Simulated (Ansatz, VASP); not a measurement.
## MoS2: VASP beside Ansatz

```
Mo S
1.0
     3.14150    0.00000    0.00000
    -1.57075    2.72062    0.00000
     0.00000    0.00000   17.33730
Mo S
1 2
Direct
  0.00000 0.00000 0.00000
  0.33333 0.66667 0.08987
  0.33333 0.66667 0.91013
```

Alike in both runs: functional PBEsol; k mesh 12 × 12 × 2; occupations gaussian, width 0.02 eV; no spin polarisation.

Ansatz relaxed the structure, and its values are those at the end. VASP's run is a single point on that final structure, the one shown.

|  | VASP | Ansatz |
| --- | --- | --- |
| version | VASP 6.6.1 | Ansatz 0.2.0 |
| potentials or method | VASP PAW PBE potentials, release 64 (Mo_sv, S), cutoff 520 eV | scalar-relativistic, plane waves, PAW |
| valence electrons in the cell | 26 | 26 |

```csv
,VASP,Ansatz,Ansatz less VASP
gap on the k mesh at the Fermi level (eV),1.81,1.80,-0.005
least direct gap on the mesh (eV),1.81,1.80,-0.005
```

VASP's potentials were made for PBE, not for PBEsol. Ansatz's warnings: xc potential rough in thin density.
